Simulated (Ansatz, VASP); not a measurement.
Two plane-wave programs on Ir2Rh

The input INCAR:

```
  ALGO = Normal
  EDIFF = 1E-6
  ENCUT = 520
  GGA = PE
  ISIF = 2
  ISMEAR = 0
  ISPIN = 2
  LASPH = T
  LCHARG = F
  LMAXMIX = 4
  LORBIT = 11
  LREAL = F
  LWAVE = F
  MAGMOM = 1 1 1 1 1 1
  NBANDS = 46
  NELM = 150
  PREC = Accurate
  SIGMA = 0.1
```

File KPOINTS:

```
k-points
0
Gamma
  6 6 2
```

Contents of POSCAR:

```
Ir2Rh
1.0
    2.7407272000      0.0000000000      0.0000000000
   -1.3703636000      2.3735394000      0.0000000000
    0.0000000000      0.0000000000     13.2917787000
Ir Rh
4 2
Direct
    0.3333333000      0.6666667000      0.9159160000
    0.3333333000      0.6666667000      0.2509280000
    0.6666667000      0.3333333000      0.0840840000
    0.6666667000      0.3333333000      0.7490720000
    0.3333333000      0.6666667000      0.5833910000
    0.6666667000      0.3333333000      0.4166090000
```

Input for Ansatz:

```yaml
crystal:
  lattice:
    - [2.7407272, 0.0, 0.0]
    - [-1.3703636, 2.3735394, 0.0]
    - [0.0, 0.0, 13.2917787]
  atoms:
    - { symbol: Ir, position: [0.3333333, 0.6666667, 0.915916], spin: 1.0 }
    - { symbol: Ir, position: [0.3333333, 0.6666667, 0.250928], spin: 1.0 }
    - { symbol: Ir, position: [0.6666667, 0.3333333, 0.084084], spin: 1.0 }
    - { symbol: Ir, position: [0.6666667, 0.3333333, 0.749072], spin: 1.0 }
    - { symbol: Rh, position: [0.3333333, 0.6666667, 0.583391], spin: 1.0 }
    - { symbol: Rh, position: [0.6666667, 0.3333333, 0.416609], spin: 1.0 }
basis:
  ecutwfc: 420
kpoints:
  mp_grid: { grid: [6, 6, 2] }
hamiltonian:
  xc: pbe
scf:
  occupations: { method: gaussian, width: 0.1 }
  lower_state_search: "off"
output:
  forces: true
  stress: true
  eigenvalues: true
  populations: true
magnetization:
  spin_polarized: true
```

Alike in both runs: task single point; functional PBE; k mesh 6 × 6 × 2; occupations gaussian, width 0.1 eV; collinear spin.

|  | VASP | Ansatz |
| --- | --- | --- |
| version | VASP 6.6.1 | Ansatz 0.2.0 |
| potentials or method | VASP PAW PBE potentials, release 64 (Ir, Rh_pv), cutoff 520 eV | scalar-relativistic, plane waves, PAW |
| valence electrons in the cell | 66 | 102 |

```csv
,VASP,Ansatz,Ansatz less VASP
gap on the k mesh at the Fermi level (eV),none,none,-
pressure (GPa),0.8,0.4,-0.44
"traceless stress, the component that is largest in VASP (GPa)",-4.94,-4.96,-0.020
rms of the force components (eV/Å),0.025,0.035,+0.0097
net moment per atom (μB),0.00,0.00,0.000
```

Atom by atom the forces differ by 0.010 eV/Å (rms over components). A gap of «none» marks a metal or a gap that the smearing closes. VASP's potentials hold 66 valence electrons a cell and Ansatz's 102, so a difference there can come from the potentials and not from the codes. Ansatz's warnings: seeded moment not kept.

The k mesh is coarse, so the values compare programs but aren't converged. Neither program's run includes spin-orbit coupling.
